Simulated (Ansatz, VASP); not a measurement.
**Two plane-wave programs on BN**

INCAR

```
SYSTEM = BN
ALGO     = Normal         ! electronic algorithm
EDIFF    = 1E-6           ! SCF threshold, eV
ENCUT    = 520            ! plane-wave cutoff, eV
ISIF     = 2              ! what is computed and relaxed
ISMEAR   = 0              ! smearing method
LASPH    = .TRUE.         ! aspherical terms in the spheres
LCHARG   = .FALSE.        ! write CHGCAR
LREAL    = .FALSE.        ! projectors in reciprocal space
LWAVE    = .FALSE.        ! write WAVECAR
NBANDS   = 16             ! bands
NELM     = 100            ! most SCF steps
PREC     = Accurate       ! precision mode
SIGMA    = 0.01           ! smearing width, eV
```

KPOINTS

```
k-points
0
G
  12 12 4
  0 0 0
```

Contents of POSCAR:

```
BN
1.0
    2.5005826604      0.0000000000      0.0000000000
   -1.2502913302      2.1655681082      0.0000000000
    0.0000000000      0.0000000000      6.5236386365
B N
2 2
Direct
    0.3333333333      0.6666666667      0.2500000000
    0.6666666667      0.3333333333      0.7500000000
    0.3333333333      0.6666666667      0.7500000000
    0.6666666667      0.3333333333      0.2500000000
```

Input for Ansatz:

```yaml
crystal:
  lattice:
    - [2.5005826604, 0.0, 0.0]
    - [-1.2502913302, 2.1655681082, 0.0]
    - [0.0, 0.0, 6.5236386365]
  atoms:
    - { symbol: B, position: [0.3333333333, 0.6666666667, 0.25] }
    - { symbol: B, position: [0.6666666667, 0.3333333333, 0.75] }
    - { symbol: "N", position: [0.3333333333, 0.6666666667, 0.75] }
    - { symbol: "N", position: [0.6666666667, 0.3333333333, 0.25] }
kpoints:
  mp_grid: { grid: [12, 12, 4] }
  band_path:
    path:
      - [0.0, 0.0, 0.0]
      - [0.5, 0.0, 0.0]
      - [0.3333333333, 0.3333333333, 0.0]
      - [0.0, 0.0, 0.5]
      - [0.5, 0.0, 0.5]
      - [0.3333333333, 0.3333333333, 0.5]
      - [0.3, 0.3, 0.0]
    npoints: 1
hamiltonian:
  xc: lda
scf:
  occupations: { method: fixed }
  n_extra_bands: 5
output:
  forces: true
  stress: true
  eigenvalues: true
  write_density: true
  write_potential: true
  elf: true
  volumetric_format: npy
```

Alike in both runs: task single point; functional LDA; k mesh 12 × 12 × 4; no spin polarisation.

```csv
,VASP,Ansatz
version,VASP 6.6.1,Ansatz 0.2.0
potentials or method,"VASP PAW LDA potentials, release 64 (B, N)","plane waves, PAW"
plane-wave cutoff (eV),520,420
occupations,"gaussian, width 0.01 eV",fixed
valence electrons in the cell,16,16
```

|  | VASP | Ansatz | Ansatz less VASP |
| --- | --- | --- | --- |
| gap on the k mesh at the Fermi level (eV) | 4.04 | 4.05 | +0.016 |
| pressure (GPa) | -3.1 | -3.5 | -0.45 |
| traceless stress, the component that is largest in VASP (GPa) | 2.73 | 3.35 | +0.617 |

LDA's correlation is that of Perdew and Zunger in VASP and of Perdew and Wang (1992) in Ansatz.
